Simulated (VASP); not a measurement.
Crystal: MnO.

```
CELL_PARAMETERS angstrom
0.00000 2.22200 2.22200
2.22200 0.00000 2.22200
2.22200 2.22200 0.00000
ATOMIC_POSITIONS crystal
Mn 0.00000 0.00000 0.00000
O 0.50000 0.50000 0.50000
```

Base run:

```yaml
Program: VASP 6.6.1
Functional: PBEsol
Potentials_or_basis: VASP PAW PBE potentials, release 64 (Mn_pv, O)
Cutoff: 520 eV
k_mesh: 7 × 7 × 7
Occupations: fermi-dirac, width 0.03 eV
Spin: collinear spin, ferromagnetic start
Starting_moments: "[3.33, 0.0] μB"
Fixed_moment: 3.33 μB
```

Its results: pressure -27.1 GPa; site moments Mn +3.23; O -0.01 μB.

Q: After a change of settings the same cell gave: pressure -36.1 GPa; site moments Mn +1.63; O +0.01 μB. Which change was it?
A. fixed moment from 3.33 μB to 1.67 μB; moments at the start from [3.33, 0.0] to [1.67, 0.0]
B. fixed moment from 3.33 μB to 0.83 μB; moments at the start from [3.33, 0.0] to [0.83, 0.0]
C. fixed moment from 3.33 μB to 2.5 μB; moments at the start from [3.33, 0.0] to [2.5, 0.0]
D. fixed moment from 3.33 μB to 5.83 μB; moments at the start from [3.33, 0.0] to [5.83, 0.0]

A: A.

Caveats: the PAW data sets were made with another functional, which shifts forces and pressure a little; the total moment is fixed, so each spin has its own Fermi level; a cell with one magnetic atom can't hold antiferromagnetic order, which such compounds often take.
